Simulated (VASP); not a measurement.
# Ti (P6/mmm) in VASP: further runs

The runs below take Ti through relaxation of cell and atoms, with BLYP+D3(BJ), PBEsol, PBEsol+D3(BJ).

Program: VASP 6.6.1. These are calculated values, not measurements. Logs are shortened: lines on timing, memory, paths and dates and some standing lists are left out, and cuts for length are marked.

## Step 1: The cell of the first run

Symmetry: P6/mmm, No. 191, hexagonal system. The conventional cell has a = 4.600 Å, b = 4.600 Å, c = 2.820 Å, α = 90.00°, β = 90.00°, γ = 120.00°. Within 3.7 Å of Ti (site symmetry 6/mmm) lie 14 Ti at 2.82 to 3.01 Å. Ti (site symmetry -6m2) has 11 Ti at 2.66 to 3.01 Å within 3.5 Å.

This isn't the form of Ti at room conditions, which is hcp.

## Step 2: Relaxation of cell and atoms, BLYP+D3(BJ)

INCAR

```
SYSTEM = Ti
  PREC = Accurate
  ENCUT = 600
  EDIFF = 1E-7
  ISMEAR = -1
  SIGMA = 0.05
  LREAL = .False.
  LASPH = .True.
  NELM = 100
  ALGO = Normal
  ISIF = 3
  LWAVE = .False.
  LCHARG = .False.
  GGA = B5
  ALDAX = 1.0
  AGGAX = 1.0
  AGGAC = 1.0
  ALDAC = 0.0
  IVDW = 12
  VDW_S6 = 1.0
  VDW_S8 = 2.6996
  VDW_A1 = 0.4298
  VDW_A2 = 4.2359
  IBRION = 2
  NSW = 80
  EDIFFG = -0.01
```

KPOINTS

```
regular mesh
0
Gamma
  8 8 11
  0 0 0
```

POSCAR

```
Ti
1.0
    4.6000000000      0.0000000000      0.0000000000
   -2.3000000000      3.9837168574      0.0000000000
    0.0000000000      0.0000000000      2.8200000000
Ti
3
Direct
    0.0000000000      0.0000000000      0.0000000000
    0.3333333333      0.6666666667      0.5000000000
    0.6666666667      0.3333333333      0.5000000000
```

Potentials or basis: VASP PAW PBE potentials, release 64 (Ti_sv).

Command:

```bash
cat potpaw_PBE.64/Ti_sv/POTCAR > POTCAR
mpirun -np 1 vasp_std > vasp.out
```

OUTCAR:

```text
SYSTEM = Ti
   PREC = Accurate
   ENCUT = 600
   EDIFF = 1E-7
   ISMEAR = -1
   LREAL = .False.
   LASPH = .True.
   NELM = 100
   ISIF = 3
   GGA = B5
   IVDW = 12
   IBRION = 2
   NSW = 80
   EDIFFG = -0.01
 IVDW          = 12

 ion  position               nearest neighbor table
   1  0.000  0.000  0.000-
   2  0.333  0.667  0.500-   3 2.66   3 2.66   3 2.66
   3  0.667  0.333  0.500-   2 2.66   2 2.66   2 2.66

  LATTYP: Found a hexagonal cell.
 ALAT       =     4.6000000000
 C/A-ratio  =     0.6130434783

  Lattice vectors:

 A1 = (   4.6000000000,   0.0000000000,   0.0000000000)
 A2 = (  -2.3000000000,   3.9837168574,   0.0000000000)
 A3 = (   0.0000000000,   0.0000000000,   2.8200000000)

Analysis of symmetry for initial positions (statically):
=====================================================================
 Subroutine PRICEL returns:
 Original cell was already a primitive cell.

 Routine SETGRP: Setting up the symmetry group for a
 hexagonal supercell.

 Subroutine GETGRP returns: Found 24 space group operations
 (whereof 24 operations were pure point group operations)
 out of a pool of 24 trial point group operations.

The static configuration has the point symmetry D_6h.

Analysis of symmetry for dynamics (positions and initial velocities):
=====================================================================
 Subroutine PRICEL returns:
 Original cell was already a primitive cell.

 Routine SETGRP: Setting up the symmetry group for a
 hexagonal supercell.

 Subroutine GETGRP returns: Found 24 space group operations
 (whereof 24 operations were pure point group operations)
 out of a pool of 24 trial point group operations.

The dynamic configuration has the point symmetry D_6h.

 Subroutine INISYM returns: Found 24 space group operations
 (whereof 24 operations are pure point group operations),
 and found     1 'primitive' translations

----------------------------------------------------------------------------------------

                                     Primitive cell

  volume of cell :      51.6768

  direct lattice vectors                    reciprocal lattice vectors
     4.600000000  0.000000000  0.000000000     0.217391304  0.125510928  0.000000000
    -2.300000000  3.983716857  0.000000000     0.000000000  0.251021856  0.000000000
     0.000000000  0.000000000  2.820000000     0.000000000  0.000000000  0.354609929

  length of vectors
     4.600000000  4.600000000  2.820000000     0.251021856  0.251021856  0.354609929

  position of ions in fractional coordinates (direct lattice)
     0.000000000  0.000000000  0.000000000
     0.333333333  0.666666667  0.500000000
     0.666666667  0.333333333  0.500000000

  ion indices of the primitive-cell ions
   primitive index   ion index
                 1           1
                 2           2
                 3           3

----------------------------------------------------------------------------------------

 KPOINTS: regular mesh

Automatic generation of k-mesh.
 Grid dimensions read from file:
 generate k-points for:    8    8   11

 Generating k-lattice:

  Cartesian coordinates                     Fractional coordinates (reciprocal lattice)
     0.027173913  0.015688866  0.000000000     0.125000000 -0.000000000  0.000000000
     0.000000000  0.031377732  0.000000000     0.000000000  0.125000000  0.000000000
     0.000000000  0.000000000  0.032237266     0.000000000  0.000000000  0.090909091

  Length of vectors
     0.031377732  0.031377732  0.032237266

  Shift w.r.t. Gamma in fractional coordinates (k-lattice)
     0.000000000  0.000000000  0.000000000

 Subroutine IBZKPT returns following result:
 ===========================================

 Found     60 irreducible k-points:

 Following reciprocal coordinates:
            Coordinates               Weight
  0.000000  0.000000  0.000000      1.000000
  0.125000 -0.000000  0.000000      6.000000
  0.250000 -0.000000  0.000000      6.000000
  0.375000 -0.000000  0.000000      6.000000
  0.500000 -0.000000  0.000000      3.000000
  0.125000  0.125000  0.000000      6.000000
[... 16 lines left out ...]
  0.250000 -0.000000  0.181818     12.000000
  0.375000 -0.000000  0.181818     12.000000
 [... further k-points ...]
   k-points           NKPTS =     60   k-points in BZ     NKDIM =     60   number of bands    NBANDS=     22
   number of dos      NEDOS =    301   number of ions     NIONS =      3
   total plane-waves  NPLWV =  38400
   dimension x,y,z NGX =    40 NGY =   40 NGZ =   24
   dimension x,y,z NGXF=    80 NGYF=   80 NGZF=   48
   ions per type =               3
   NGX,Y,Z   is equivalent  to a cutoff of  14.46, 14.46, 14.15 a.u.
   NGXF,Y,Z  is equivalent  to a cutoff of  28.91, 28.91, 28.30 a.u.
 SYSTEM =  Ti
   PREC   = accura    normal or accurate (medium, high low for compatibility)
   ISTART =      0    job   : 0-new  1-cont  2-samecut
   ICHARG =      2    charge: 1-file 2-atom 10-const
   ISPIN  =      1    spin polarized calculation?
   LNONCOLLINEAR =      F non collinear calculations
   LSORBIT =      F    spin-orbit coupling
   LASPH  =      T    aspherical Exc in radial PAW
   ENCUT  =  600.0 eV  44.10 Ry    6.64 a.u.   9.19  9.19  5.63*2*pi/ulx,y,z
   NELM   =    100;   NELMIN=  2; NELMDL= -5     # of ELM steps
   EDIFF  = 0.1E-06   stopping-criterion for ELM
   LREAL  =      F    real-space projection
   EDIFFG = -.1E-01   stopping-criterion for IOM
   NSW    =     80    number of steps for IOM
   IBRION =      2    ionic relax: 0-MD 1-quasi-New 2-CG
   NFREE  =      1    steps in history (QN), initial steepest desc. (CG)
   ISIF   =      3    stress and relaxation
   ISYM   =      2    0-nonsym 1-usesym 2-fastsym
   POTIM  = 0.5000    time-step for ionic-motion
   TEBEG  =    0.0;   TEEND  =   0.0 temperature during run
   PSTRESS=    0.0 pullay stress
   NELECT =      36.0000    total number of electrons
   NUPDOWN=      -1.0000    fix difference up-down
   EMIN   =  10.00;   EMAX   =-10.00  energy-range for DOS
   EFERMI =   0.00;   METHOD = LEGACY
   ISMEAR =    -1;   SIGMA  =   0.05  broadening in eV -4-tet -1-fermi 0-gaus
   EFERMI_NEDOS =   21; number of points for ismear=-14 and -15
   IALGO  =     38    algorithm
   IMIX   =      4    mixing-type and parameters
     AMIX     =   0.40;   BMIX     =  1.00
     AMIX_MAG =   1.60;   BMIX_MAG =  1.00
  volume/ion in A,a.u.               =      17.23       116.24
  Fermi-wavevector in a.u.,A,eV,Ry     =   1.451255  2.742475 28.655807  2.106142
  Thomas-Fermi vector in A             =   2.568774
   LORBIT       =      0    0 simple, 1 ext, 2 COOP (PROOUT), +10 PAW based schemes
   GGA     = B5    functional components
   LHFCALC =     F    Hartree Fock is set to
   AEXX    =    0.0000 exact exchange contribution
   IVDW    =    12    specifies the selected vdW correction
   LEPSILON=     F    determine dielectric tensor
   LRPA    =     F    only Hartree local field effects (RPA)
 conjugate gradient relaxation of ions
 non-spin polarized calculation
  energy-cutoff  :      600.00
  volume of cell :       51.68
 maximum number of plane-waves:      1757
 NGX is ok and might be reduce to    40
   NGX = 19   NGY = 19   NGZ = 11

--------------------------------------- Ionic step        1  -------------------------------------------

 number of electron      35.9999997 magnetization

 Free energy of the ion-electron system (eV)
  ---------------------------------------------------
  ext. energy  EPLUGINS =         0.00000000
  ---------------------------------------------------
  free energy    TOTEN  =       -20.31543092 eV

  energy without entropy =      -20.29050058  energy(sigma->0) =      -20.30296575

 E-fermi :   8.7472     XC(G=0): -11.0016

 val. band max:        8.7043808088   @ k =   0.2500   0.1250   0.0909
 cond. band min:       8.7582618475   @ k =   0.2500  -0.0000   0.0909
 fundamental gap:      0.0538810387
 Fermi energy:         8.7472076431

 k-point     1 :       0.0000    0.0000    0.0000
  band No.  band energies     occupation
      1     -47.9187      2.00000
      2     -47.6456      2.00000
      3     -47.4866      2.00000
      4     -24.4005      2.00000
      5     -24.4005      2.00000
      6     -24.2717      2.00000
[... 574 lines left out ...]
      6     -24.1855      2.00000
[... 14 lines left out ...]
     21       9.4921      0.00000
     22       9.7685      0.00000

 [... further k-points ...]

------------------------ aborting loop because EDIFF is reached ----------------------------------------

 Edisp (eV)   -4.30191

 E8    (eV) :    -3.2831

  FORCE on cell =-STRESS in cart. coord.  units (eV):
  Direction    XX          YY          ZZ          XY          YZ          ZX
  --------------------------------------------------------------------------------------
  -------------------------------------------------------------------------------------
  Total      -4.06422    -4.06422    -3.45884     0.00000     0.00000     0.00000
  in kB    -126.00622  -126.00622  -107.23728     0.00000     0.00000     0.00000
  external pressure =     -119.75 kB  Pullay stress =        0.00 kB
[... 268 lines left out ...]
  energy  without entropy=      -24.8261961088  energy(sigma->0) =      -24.83808001

--------------------------------------- Ionic step        8  -------------------------------------------

 number of electron      36.0000005 magnetization

 Free energy of the ion-electron system (eV)
  ---------------------------------------------------
  ext. energy  EPLUGINS =         0.00000000
  ---------------------------------------------------
  free energy    TOTEN  =       -19.99334930 eV

  energy without entropy =      -19.96959314  energy(sigma->0) =      -19.98147122

 E-fermi :  10.0533     XC(G=0): -11.5435

 val. band max:       10.0432912204   @ k =   0.5000  -0.0000   0.0000
 cond. band min:      10.0612334446   @ k =   0.2500   0.2500   0.3636
 fundamental gap:      0.0179422242
 Fermi energy:        10.0533379515

 k-point     1 :       0.0000    0.0000    0.0000
  band No.  band energies     occupation
      1     -46.4455      2.00000
      2     -46.1711      2.00000
      3     -45.9363      2.00000
      4     -22.9659      2.00000
      5     -22.9659      2.00000
      6     -22.9256      2.00000
[... 574 lines left out ...]
      6     -22.7459      2.00000
[... 14 lines left out ...]
     21      10.8966      0.00000
     22      11.1907      0.00000

 [... further k-points ...]

------------------------ aborting loop because EDIFF is reached ----------------------------------------

 Edisp (eV)   -4.85663

 E8    (eV) :    -3.7098

  FORCE on cell =-STRESS in cart. coord.  units (eV):
  Direction    XX          YY          ZZ          XY          YZ          ZX
  --------------------------------------------------------------------------------------
  -------------------------------------------------------------------------------------
  Total      -0.00877    -0.00877    -0.00963     0.00000     0.00000     0.00000
  in kB      -0.30510    -0.30510    -0.33511     0.00000     0.00000     0.00000
  external pressure =       -0.32 kB  Pullay stress =        0.00 kB
[... 18 lines left out ...]
  FREE ENERGIE OF THE ION-ELECTRON SYSTEM (eV)
  ---------------------------------------------------
  free  energy   TOTEN  =       -24.8499790781 eV

  energy  without entropy=      -24.8262229221  energy(sigma->0) =      -24.83810100

 reached required accuracy - stopping structural energy minimisation
```

Wall time 9.2 min (1 thread of Intel Xeon Platinum 8259CL at 2.50GHz (Skylake/Cascade Lake), shared host); peak memory 0.25 GiB.

What came out:

```
Free energy                           : -24.8500 eV
Relaxed volume                        : 15.35 Å³/atom
Relaxed cell                          : a = 4.405 Å, b = 4.405 Å, c = 2.740 Å, α = 90.00°, β = 90.00°, γ = 120.00°
Space group after relaxing (to 0.1 Å) : P6/mmm (No. 191)
Energy gained by relaxing             : 77.5 meV/atom
Ionic steps                           : 8
Pressure after relaxing               : 0.0 GPa
Band gap on the k mesh                : zero (bands 18 and 19 overlap by 0.40 eV)
Dispersion energy per atom            : -1.619 eV
```

The path:
| step | energy change (eV) | largest force (eV/Å) | pressure (GPa) | volume (Å³) |
| --- | --- | --- | --- | --- |
| 1 | 0.0000 | 0.0000 | -11.97 | 51.68 |
| 2 | -0.1172 | 0.0000 | 11.43 | 42.63 |
| 3 | -0.2312 | 0.0000 | -0.05 | 46.08 |
| 4 | -0.2312 | 0.0000 | 0.24 | 45.97 |
| 5 | -0.2326 | 0.0000 | 0.20 | 45.97 |
| 6 | -0.2326 | 0.0000 | 0.20 | 45.97 |
| 7 | -0.2326 | 0.0000 | -0.14 | 46.10 |
| 8 | -0.2326 | 0.0000 | -0.03 | 46.06 |

Final structure:
```cif
data_structure
_symmetry_space_group_name_H-M 'P 1'
_symmetry_Int_Tables_number 1
_cell_length_a 4.4054
_cell_length_b 4.4054
_cell_length_c 2.7402
_cell_angle_alpha 90.000
_cell_angle_beta 90.000
_cell_angle_gamma 120.000
_cell_volume 46.06
loop_
_atom_site_label
_atom_site_type_symbol
_atom_site_fract_x
_atom_site_fract_y
_atom_site_fract_z
_atom_site_occupancy
Ti1 Ti 0.00000 0.00000 0.00000 1
Ti2 Ti 0.33333 0.66667 0.50000 1
Ti3 Ti 0.66667 0.33333 0.50000 1
```

Caveat: the dispersion term is far too large for a dense solid, which distorts pressure and volume; the PAW data sets were made with another functional, which shifts forces and pressure a little.

## Step 3: Relaxation of cell and atoms, PBEsol

INCAR

```
ALGO = Normal ; EDIFF = 1E-6
EDIFFG = -0.01 ; ENCUT = 600
GGA = PS ; IBRION = 2
ISIF = 3 ; ISMEAR = -1
LASPH = T ; LCHARG = F
LREAL = F ; LWAVE = F
NELM = 80 ; NSW = 80
PREC = Accurate ; SIGMA = 0.05
```

KPOINTS

```
k-points
0
Gamma
  8 8 11
```

POSCAR is that of step 2.

Potentials or basis: VASP PAW PBE potentials, release 64 (Ti_sv).

Command:

```bash
cat potpaw_PBE.64/Ti_sv/POTCAR > POTCAR
mpirun -np 1 vasp_std > vasp.out
```

Run time: 6.1 min. Hardware: 1 thread of Intel Xeon Platinum 8259CL at 2.50GHz (Skylake/Cascade Lake), shared host; peak memory 0.24 GiB.

It converged, with:

- Free energy: -25.0716 eV
- Relaxed volume: 16.44 Å³/atom
- Relaxed cell: a = 4.513 Å, b = 4.513 Å, c = 2.797 Å, α = 90.00°, β = 90.00°, γ = 120.00°
- Space group after relaxing (to 0.1 Å): P6/mmm (No. 191)
- Energy gained by relaxing: 13.8 meV/atom
- Ionic steps: 9
- Pressure after relaxing: 0.0 GPa
- Band gap on the k mesh: zero (bands 18 and 19 overlap by 0.36 eV)

The path:
```csv
step,energy change (eV),largest force (eV/Å),pressure (GPa),volume (Å³)
1,0.0000,0.0000,-5.12,51.68
2,-0.0203,0.0000,4.24,47.66
3,-0.0409,0.0000,0.05,49.28
4,-0.0409,0.0000,0.16,49.23
5,-0.0415,0.0000,0.12,49.25
6,-0.0415,0.0000,0.11,49.25
7,-0.0415,0.0000,0.10,49.25
8,-0.0415,0.0000,0.10,49.25
9,-0.0415,0.0000,-0.02,49.32
```

Final structure:
```yaml
crystal:
  lattice:
    - [4.51258, 0.00000, 0.00000]
    - [-2.25629, 3.90801, 0.00000]
    - [0.00000, 0.00000, 2.79651]
  atoms:
    - { symbol: Ti, position: [0.00000, 0.00000, 0.00000] }
    - { symbol: Ti, position: [0.33333, 0.66667, 0.50000] }
    - { symbol: Ti, position: [0.66667, 0.33333, 0.50000] }
```

Levels at points of the mesh, in eV from the Fermi level:
| k point | band 16 | band 17 | band 18 | band 19 | band 20 | band 21 |
| --- | --- | --- | --- | --- | --- | --- |
| (0.00, 0.00, 0.00) | -0.71 | -0.61 | -0.61 | -0.02 | 0.71 | 1.34 |
| (0.50, 0.00, 0.00) | -0.45 | -0.43 | -0.37 | 0.05 | 0.56 | 1.05 |

Caveat: the PAW data sets were made with another functional, which shifts forces and pressure a little.

## Step 4: Relaxation of cell and atoms, PBEsol+D3(BJ)

INCAR

```
SYSTEM = Ti
ALGO     = Normal         ! electronic algorithm
EDIFF    = 1E-6           ! SCF threshold, eV
EDIFFG   = -0.01          ! ionic threshold
ENCUT    = 600            ! plane-wave cutoff, eV
GGA      = PS             ! functional
IBRION   = 2              ! ionic algorithm
ISIF     = 3              ! what is computed and relaxed
ISMEAR   = -1             ! smearing method
IVDW     = 12             ! dispersion correction
LASPH    = .True.         ! aspherical terms in the spheres
LCHARG   = .False.        ! write CHGCAR
LREAL    = .False.        ! projectors in reciprocal space
LWAVE    = .False.        ! write WAVECAR
NELM     = 100            ! most SCF steps
NSW      = 80             ! ionic steps
PREC     = Accurate       ! precision mode
SIGMA    = 0.05           ! smearing width, eV
```

KPOINTS

```
k-points
0
Gamma
  8 8 11
  0 0 0
```

POSCAR is that of step 3.

Command:

```bash
cat potpaw_PBE.64/Ti_sv/POTCAR > POTCAR
mpirun -np 1 vasp_std > vasp.out
```

It took 6.3 min on 1 thread of Intel Xeon Platinum 8259CL at 2.50GHz (Skylake/Cascade Lake), shared host; peak memory 0.25 GiB.

It converged, with:

```
Free energy                           : -27.0272 eV
Relaxed volume                        : 15.58 Å³/atom
Relaxed cell                          : a = 4.430 Å, b = 4.430 Å, c = 2.750 Å, α = 90.00°, β = 90.00°, γ = 120.00°
Space group after relaxing (to 0.1 Å) : P6/mmm (No. 191)
Energy gained by relaxing             : 60.7 meV/atom
Ionic steps                           : 8
Pressure after relaxing               : 0.0 GPa
Band gap on the k mesh                : zero (bands 18 and 19 overlap by 0.40 eV)
Dispersion energy per atom            : -0.670 eV
```

Step by step:
| step | energy change (eV) | largest force (eV/Å) | pressure (GPa) | volume (Å³) |
| --- | --- | --- | --- | --- |
| 1 | 0.0000 | 0.0000 | -10.82 | 51.68 |
| 2 | -0.0772 | 0.0000 | 10.74 | 43.45 |
| 3 | -0.1810 | 0.0000 | -0.04 | 46.77 |
| 4 | -0.1810 | 0.0000 | 0.22 | 46.68 |
| 5 | -0.1821 | 0.0000 | 0.18 | 46.68 |
| 6 | -0.1821 | 0.0000 | 0.18 | 46.68 |
| 7 | -0.1821 | 0.0000 | -0.10 | 46.79 |
| 8 | -0.1821 | 0.0000 | -0.02 | 46.74 |

Final structure:
```
Ti
1.0
     4.43013    0.00000    0.00000
    -2.21506    3.83660    0.00000
     0.00000    0.00000    2.75008
Ti
3
Direct
  0.00000 0.00000 0.00000
  0.33333 0.66667 0.50000
  0.66667 0.33333 0.50000
```

Levels at points of the mesh, in eV from the Fermi level:
| k point | band 16 | band 17 | band 18 | band 19 | band 20 | band 21 |
| --- | --- | --- | --- | --- | --- | --- |
| (0.00, 0.00, 0.00) | -0.72 | -0.62 | -0.62 | 0.00 | 0.75 | 1.41 |
| (0.50, 0.00, 0.00) | -0.51 | -0.49 | -0.41 | 0.02 | 0.60 | 1.07 |

Caveat: the PAW data sets were made with another functional, which shifts forces and pressure a little.

## Step 5: The runs side by side

| level | gap on the mesh (eV) | pressure (GPa) | relaxed volume (Å³/atom) |
| --- | --- | --- | --- |
| BLYP+D3(BJ) | none | 0.0 | 15.35 |
| PBEsol | none | 0.0 | 16.44 |
| PBEsol+D3(BJ) | none | 0.0 | 15.58 |

Alike in all rows: task relaxation of cell and atoms; potentials or basis VASP PAW PBE potentials, release 64 (Ti_sv); no spin polarisation; cell relaxed; k mesh 8 × 8 × 11; cutoff (eV) 600; smearing fermi-dirac 0.05 eV.

Caveats: the PAW data sets were made with another functional, which shifts forces and pressure a little; the dispersion term is far too large for a dense solid, which distorts pressure and volume (at least some runs).

Total energies depend on the potentials used, so only differences within one code and one set of settings carry meaning.

The gap in the log of VASP goes by the Fermi energy; the results here count the filled bands.